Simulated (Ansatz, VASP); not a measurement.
## ZnSeS in VASP and in Ansatz

```
CELL_PARAMETERS angstrom
4.31616 0.00000 0.00000
-2.15808 3.73790 0.00000
0.00000 0.00000 4.69376
ATOMIC_POSITIONS crystal
Zn 0.00000 0.00000 0.50000
Se 0.66667 0.33333 0.50000
S 0.00000 0.00000 0.00000
```

Alike in both runs: functional PBE; k mesh 6 × 6 × 4; occupations gaussian, width 0.1 eV; no spin polarisation.

Ansatz relaxed the structure, and its values are those at the end. VASP's run is a single point on that final structure, the one shown.

```csv
,VASP,Ansatz
version,VASP 6.6.1,Ansatz 0.2.0
potentials or method,"VASP PAW PBE potentials, release 64 (Zn, Se, S), cutoff 520 eV","scalar-relativistic, plane waves, PAW"
valence electrons in the cell,24,34
```

|  | VASP | Ansatz | Ansatz less VASP |
| --- | --- | --- | --- |
| gap on the k mesh at the Fermi level (eV) | none | none | - |
| pressure (GPa) | 0.2 | 0.0 | -0.13 |

A gap of «none» marks a metal or a gap that the smearing closes. VASP's potentials hold 24 valence electrons a cell and Ansatz's 34, so a difference there can come from the potentials and not from the codes.
